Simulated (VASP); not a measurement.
Crystal: AgCl.

```xyz
2
Lattice="0.0000 2.7593 2.7593 2.7593 0.0000 2.7593 2.7593 2.7593 0.0000" Properties=species:S:1:pos:R:3 pbc="T T T"
Ag    0.0000    0.0000    0.0000
Cl    2.7593    2.7593    2.7593
```

This cell differs from its parent crystal: strain -0.5%.

Base run:

| Item | Value |
| --- | --- |
| Program | VASP 6.6.1 |
| Functional | r2SCAN |
| Potentials or basis | VASP PAW PBE potentials, release 64 (Ag, Cl) |
| Cutoff | 520 eV |
| k mesh | 8 × 8 × 8 |
| Occupations | gaussian, width 0.01 eV |
| Spin | no spin polarisation |

Its results: band gap on the k mesh 1.42 eV (least direct gap 3.75 eV); pressure 0.7 GPa.

Question: The run is repeated on the same cell with these changes: functional from r2SCAN to PBE; occupations from gaussian, width 0.01 eV to fermi-dirac, width 0.02 eV. What comes out?

Answer: Band gap on the k mesh 0.91 eV (least direct gap 3.23 eV); pressure 2.3 GPa.

Caveats: the PAW data sets were made with another functional, which shifts forces and pressure a little (at least some runs).

A k mesh can miss the band edges.
